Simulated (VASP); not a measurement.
# Al3Se2 (P-62m) in VASP: relaxation of cell and atoms with PBE

Aim: the relaxation of cell and atoms of Al3Se2 with PBE.

Program: VASP 6.6.1. These are calculated values, not measurements. Logs are shortened: lines on timing, memory, paths and dates and some standing lists are left out, and cuts for length are marked.

## (1) The cell of the first run

It takes space group P-62m (No. 189, hexagonal). The conventional cell has a = 5.859 Å, b = 5.859 Å, c = 3.526 Å, α = 90.00°, β = 90.00°, γ = 120.00°. Al (site symmetry m2m) has 4 Se at 2.75 Å and 8 Al at 2.89 to 3.66 Å within 3.7 Å. Within 3.6 Å of Se (site symmetry -6) lie 6 Al at 2.75 Å and 5 Se at 3.38 to 3.53 Å.

The cell was generated, and may not be a known phase.

## (2) Relaxation of cell and atoms, PBE

INCAR

```
SYSTEM = Al3Se2
ALGO = Normal ; EDIFF = 1E-6
EDIFFG = -0.01 ; ENCUT = 600
GGA = PE ; IBRION = 2
ISIF = 3 ; ISMEAR = 0
LASPH = .TRUE. ; LCHARG = .FALSE.
LREAL = .FALSE. ; LWAVE = .FALSE.
NELM = 100 ; NSW = 100
PREC = Accurate ; SIGMA = 0.1
```

KPOINTS

```
k-points
0
G
  6 6 10
  0 0 0
```

POSCAR

```
Al3Se2
1.0
    5.8591227202      0.0000000000      0.0000000000
   -2.9295613601      5.0741491196      0.0000000000
    0.0000000000      0.0000000000      3.5256853385
Al Se
3 2
Direct
    0.2845690258      0.0000000000      0.0000000000
    0.0000000000      0.2845690258      0.0000000000
    0.7154309742      0.7154309742      0.0000000000
    0.6666666667      0.3333333333      0.5000000000
    0.3333333333      0.6666666667      0.5000000000
```

Potentials or basis: VASP PAW PBE potentials, release 64 (Al, Se).

On the command line:

```sh
cat potpaw_PBE.64/Al/POTCAR potpaw_PBE.64/Se/POTCAR > POTCAR
mpirun -np 1 vasp_std > vasp.out
```

OUTCAR:

```text
SYSTEM = Al3Se2
   EDIFF = 1E-6
   EDIFFG = -0.01
   ENCUT = 600
   GGA = PE
   IBRION = 2
   ISIF = 3
   ISMEAR = 0
   LASPH = .TRUE.
   LREAL = .FALSE.
   NELM = 100
   NSW = 100
   PREC = Accurate

 ion  position               nearest neighbor table
   1  0.285  0.000  0.000-   5 2.75   5 2.75   4 2.75   4 2.75   2 2.89   3 2.89
   2  0.000  0.285  0.000-   4 2.75   4 2.75   5 2.75   5 2.75   1 2.89   3 2.89
   3  0.715  0.715  0.000-   5 2.75   5 2.75   4 2.75   4 2.75   1 2.89   2 2.89
   4  0.667  0.333  0.500-   2 2.75   2 2.75   1 2.75   1 2.75   3 2.75   3 2.75
   5  0.333  0.667  0.500-   1 2.75   1 2.75   2 2.75   2 2.75   3 2.75   3 2.75

  LATTYP: Found a hexagonal cell.
 ALAT       =     5.8591227202
 C/A-ratio  =     0.6017428729

  Lattice vectors:

 A1 = (   5.8591227202,   0.0000000000,   0.0000000000)
 A2 = (  -2.9295613601,   5.0741491196,   0.0000000000)
 A3 = (   0.0000000000,   0.0000000000,   3.5256853385)

Analysis of symmetry for initial positions (statically):
=====================================================================
 Subroutine PRICEL returns:
 Original cell was already a primitive cell.

 Routine SETGRP: Setting up the symmetry group for a
 hexagonal supercell.

 Subroutine GETGRP returns: Found 12 space group operations
 (whereof 12 operations were pure point group operations)
 out of a pool of 24 trial point group operations.

The static configuration has the point symmetry D_3h.

Analysis of symmetry for dynamics (positions and initial velocities):
=====================================================================
 Subroutine PRICEL returns:
 Original cell was already a primitive cell.

 Routine SETGRP: Setting up the symmetry group for a
 hexagonal supercell.

 Subroutine GETGRP returns: Found 12 space group operations
 (whereof 12 operations were pure point group operations)
 out of a pool of 24 trial point group operations.

The dynamic configuration has the point symmetry D_3h.

 Subroutine INISYM returns: Found 12 space group operations
 (whereof 12 operations are pure point group operations),
 and found     1 'primitive' translations

----------------------------------------------------------------------------------------

                                     Primitive cell

  volume of cell :     104.8188

  direct lattice vectors                    reciprocal lattice vectors
     5.859122720  0.000000000  0.000000000     0.170674015  0.098538689  0.000000000
    -2.929561360  5.074149120  0.000000000     0.000000000  0.197077377  0.000000000
     0.000000000  0.000000000  3.525685339     0.000000000  0.000000000  0.283632799

  length of vectors
     5.859122720  5.859122720  3.525685339     0.197077377  0.197077377  0.283632799

  position of ions in fractional coordinates (direct lattice)
     0.284569026  0.000000000  0.000000000
     0.000000000  0.284569026  0.000000000
     0.715430974  0.715430974  0.000000000
     0.666666667  0.333333333  0.500000000
     0.333333333  0.666666667  0.500000000

  ion indices of the primitive-cell ions
   primitive index   ion index
                 1           1
                 2           2
                 3           3
                 4           4
                 5           5

----------------------------------------------------------------------------------------

 KPOINTS: k-points

Automatic generation of k-mesh.
 Grid dimensions read from file:
 generate k-points for:    6    6   10

 Generating k-lattice:

  Cartesian coordinates                     Fractional coordinates (reciprocal lattice)
     0.028445669  0.016423115  0.000000000     0.166666667  0.000000000  0.000000000
     0.000000000  0.032846230  0.000000000     0.000000000  0.166666667  0.000000000
     0.000000000  0.000000000  0.028363280     0.000000000  0.000000000  0.100000000

  Length of vectors
     0.032846230  0.032846230  0.028363280

  Shift w.r.t. Gamma in fractional coordinates (k-lattice)
     0.000000000  0.000000000  0.000000000

 Subroutine IBZKPT returns following result:
 ===========================================

 Found     42 irreducible k-points:

 Following reciprocal coordinates:
            Coordinates               Weight
  0.000000  0.000000  0.000000      1.000000
  0.166667  0.000000  0.000000      6.000000
  0.333333  0.000000  0.000000      6.000000
  0.500000  0.000000  0.000000      3.000000
  0.166667  0.166667  0.000000      6.000000
  0.333333  0.166667  0.000000     12.000000
[... 16 lines left out ...]
  0.166667  0.000000  0.300000     12.000000
  0.333333  0.000000  0.300000     12.000000
 [... further k-points ...]
   k-points           NKPTS =     42   k-points in BZ     NKDIM =     42   number of bands    NBANDS=     14
   number of dos      NEDOS =    301   number of ions     NIONS =      5
   total plane-waves  NPLWV =  64512
   dimension x,y,z NGX =    48 NGY =   48 NGZ =   28
   dimension x,y,z NGXF=    96 NGYF=   96 NGZF=   56
   ions per type =               3   2
   NGX,Y,Z   is equivalent  to a cutoff of  13.62, 13.62, 13.20 a.u.
   NGXF,Y,Z  is equivalent  to a cutoff of  27.24, 27.24, 26.41 a.u.
 SYSTEM =  Al3Se2
   PREC   = accura    normal or accurate (medium, high low for compatibility)
   ISTART =      0    job   : 0-new  1-cont  2-samecut
   ICHARG =      2    charge: 1-file 2-atom 10-const
   ISPIN  =      1    spin polarized calculation?
   LNONCOLLINEAR =      F non collinear calculations
   LSORBIT =      F    spin-orbit coupling
   LASPH  =      T    aspherical Exc in radial PAW
   ENCUT  =  600.0 eV  44.10 Ry    6.64 a.u.  11.70 11.70  7.04*2*pi/ulx,y,z
   NELM   =    100;   NELMIN=  2; NELMDL= -5     # of ELM steps
   EDIFF  = 0.1E-05   stopping-criterion for ELM
   LREAL  =      F    real-space projection
   EDIFFG = -.1E-01   stopping-criterion for IOM
   NSW    =    100    number of steps for IOM
   IBRION =      2    ionic relax: 0-MD 1-quasi-New 2-CG
   NFREE  =      1    steps in history (QN), initial steepest desc. (CG)
   ISIF   =      3    stress and relaxation
   ISYM   =      2    0-nonsym 1-usesym 2-fastsym
   POTIM  = 0.5000    time-step for ionic-motion
   TEBEG  =    0.0;   TEEND  =   0.0 temperature during run
   PSTRESS=    0.0 pullay stress
   NELECT =      21.0000    total number of electrons
   NUPDOWN=      -1.0000    fix difference up-down
   EMIN   =  10.00;   EMAX   =-10.00  energy-range for DOS
   EFERMI =   0.00;   METHOD = LEGACY
   ISMEAR =     0;   SIGMA  =   0.10  broadening in eV -4-tet -1-fermi 0-gaus
   EFERMI_NEDOS =   21; number of points for ismear=-14 and -15
   IALGO  =     38    algorithm
   IMIX   =      4    mixing-type and parameters
     AMIX     =   0.40;   BMIX     =  1.00
     AMIX_MAG =   1.60;   BMIX_MAG =  1.00
  volume/ion in A,a.u.               =      20.96       141.47
  Fermi-wavevector in a.u.,A,eV,Ry     =   0.957932  1.810230 12.485172  0.917634
  Thomas-Fermi vector in A             =   2.086994
   LORBIT       =      0    0 simple, 1 ext, 2 COOP (PROOUT), +10 PAW based schemes
   GGA     = PE    functional components
   LHFCALC =     F    Hartree Fock is set to
   AEXX    =    0.0000 exact exchange contribution
   IVDW    =     0    specifies the selected vdW correction
   LEPSILON=     F    determine dielectric tensor
   LRPA    =     F    only Hartree local field effects (RPA)
 conjugate gradient relaxation of ions
 non-spin polarized calculation
 Gauss-broadening in eV      SIGMA  =   0.10
  energy-cutoff  :      600.00
  volume of cell :      104.82
 maximum number of plane-waves:      3537
 NGX is ok and might be reduce to    48
   NGX = 23   NGY = 23   NGZ = 15

--------------------------------------- Ionic step        1  -------------------------------------------

 number of electron      20.9999999 magnetization

 Free energy of the ion-electron system (eV)
  ---------------------------------------------------
  ext. energy  EPLUGINS =         0.00000000
  ---------------------------------------------------
  free energy    TOTEN  =       -18.60728410 eV

  energy without entropy =      -18.59758840  energy(sigma->0) =      -18.60243625

------------------------ aborting loop because EDIFF is reached ----------------------------------------

  FORCE on cell =-STRESS in cart. coord.  units (eV):
  Direction    XX          YY          ZZ          XY          YZ          ZX
  --------------------------------------------------------------------------------------
  -------------------------------------------------------------------------------------
  Total       -0.4320362     -0.4320362      0.1694870     -0.0000000      0.0000000      0.0000000
  in kB       -6.6037611     -6.6037611      2.5906438     -0.0000000      0.0000000      0.0000000
  external PRESSURE =      -3.5389595 kB  Pullay stress =       0.0000000 kB
[... 219 lines left out ...]
  energy  without entropy=      -18.6004759158  energy(sigma->0) =      -18.60547213

--------------------------------------- Ionic step        7  -------------------------------------------

 number of electron      21.0000001 magnetization

 Free energy of the ion-electron system (eV)
  ---------------------------------------------------
  ext. energy  EPLUGINS =         0.00000000
  ---------------------------------------------------
  free energy    TOTEN  =       -18.61048749 eV

  energy without entropy =      -18.60048382  energy(sigma->0) =      -18.60548566

 E-fermi :   6.0277     XC(G=0):  -9.6632

 val. band max:        6.0208652150   @ k =   0.3333   0.0000   0.2000
 cond. band min:       6.0540332751   @ k =   0.3333   0.1667   0.2000
 fundamental gap:      0.0331680600
 Fermi energy:         6.0276686869

 k-point     1 :       0.0000    0.0000    0.0000
  band No.  band energies     occupation
      1      -9.0990      2.00000
      2      -7.5024      2.00000
      3      -0.5822      2.00000
      4      -0.5822      2.00000
      5       0.2278      2.00000
      6       1.2476      2.00000
      7       1.2476      2.00000
      8       2.9526      2.00000
      9       4.5357      2.00000
     10       6.4293      0.00000
     11       7.4205      0.00000
     12       7.4205      0.00000
     13       9.5924      0.00000
     14      10.4404      0.00000
[... 375 lines left out ...]
 k-point    24 :       0.3333    0.0000    0.3000
  band No.  band energies     occupation
      1      -8.2668      2.00000
      2      -7.4415      2.00000
      3      -1.0824      2.00000
      4      -0.3242      2.00000
      5      -0.0862      2.00000
      6       0.9943      2.00000
      7       1.8993      2.00000
      8       3.2565      2.00000
      9       3.3803      2.00000
     10       4.9348      2.00000
     11       5.6138      2.00000
     12       6.9498      0.00000
     13       7.5762      0.00000
     14       7.8423      0.00000

 [... further k-points ...]

------------------------ aborting loop because EDIFF is reached ----------------------------------------

  FORCE on cell =-STRESS in cart. coord.  units (eV):
  Direction    XX          YY          ZZ          XY          YZ          ZX
  --------------------------------------------------------------------------------------
  -------------------------------------------------------------------------------------
  Total        0.0036564      0.0036564      0.0056774      0.0000000     -0.0000000      0.0000000
  in kB        0.0563212      0.0563212      0.0874504      0.0000000     -0.0000000      0.0000000
  external PRESSURE =       0.0666976 kB  Pullay stress =       0.0000000 kB
[... 20 lines left out ...]
  FREE ENERGIE OF THE ION-ELECTRON SYSTEM (eV)
  ---------------------------------------------------
  free  energy   TOTEN  =       -18.6104874938 eV

  energy  without entropy=      -18.6004838215  energy(sigma->0) =      -18.60548566

 reached required accuracy - stopping structural energy minimisation
```

Run time: 7.2 min. Hardware: 1 thread of Intel Xeon 8259CL, shared host; peak memory 0.29 GiB.

What came out:

```
Free energy                           : -18.6105 eV
Relaxed volume                        : 20.80 Å³/atom
Relaxed cell                          : a = 5.822 Å, b = 5.822 Å, c = 3.544 Å, α = 90.00°, β = 90.00°, γ = 120.00°
Space group after relaxing (to 0.1 Å) : P-62m (No. 189)
Energy gained by relaxing             : 0.6 meV/atom
Ionic steps                           : 7
Pressure after relaxing               : 0.0 GPa
Largest force after relaxing          : 0.008 eV/Å
```

Forces on the atoms (eV/Å):
```
Al   0.008  0.000  0.000
Al  -0.004  0.007  0.000
Al  -0.004 -0.007  0.000
Se   0.000  0.000  0.000
Se   0.000  0.000  0.000
```

The path:
| step | energy change (eV) | largest force (eV/Å) | pressure (GPa) | volume (Å³) |
| --- | --- | --- | --- | --- |
| 1 | 0.0000 | 0.0002 | -0.35 | 104.82 |
| 2 | -0.0026 | 0.0008 | -0.04 | 104.12 |
| 3 | -0.0030 | 0.0017 | 0.12 | 103.78 |
| 4 | -0.0030 | 0.0019 | 0.13 | 103.76 |
| 5 | -0.0032 | 0.0102 | 0.02 | 103.97 |
| 6 | -0.0032 | 0.0118 | 0.00 | 104.01 |
| 7 | -0.0032 | 0.0078 | 0.01 | 104.01 |

Final structure:
```cif
data_structure
_symmetry_space_group_name_H-M 'P 1'
_symmetry_Int_Tables_number 1
_cell_length_a 5.8219
_cell_length_b 5.8219
_cell_length_c 3.5435
_cell_angle_alpha 90.000
_cell_angle_beta 90.000
_cell_angle_gamma 120.000
_cell_volume 104.01
loop_
_atom_site_label
_atom_site_type_symbol
_atom_site_fract_x
_atom_site_fract_y
_atom_site_fract_z
_atom_site_occupancy
Al1 Al 0.28470 0.00000 0.00000 1
Al2 Al 0.00000 0.28470 0.00000 1
Al3 Al 0.71530 0.71530 0.00000 1
Se1 Se 0.66667 0.33333 0.50000 1
Se2 Se 0.33333 0.66667 0.50000 1
```

Caveat: the highest band is partly filled, so the run has too few bands.
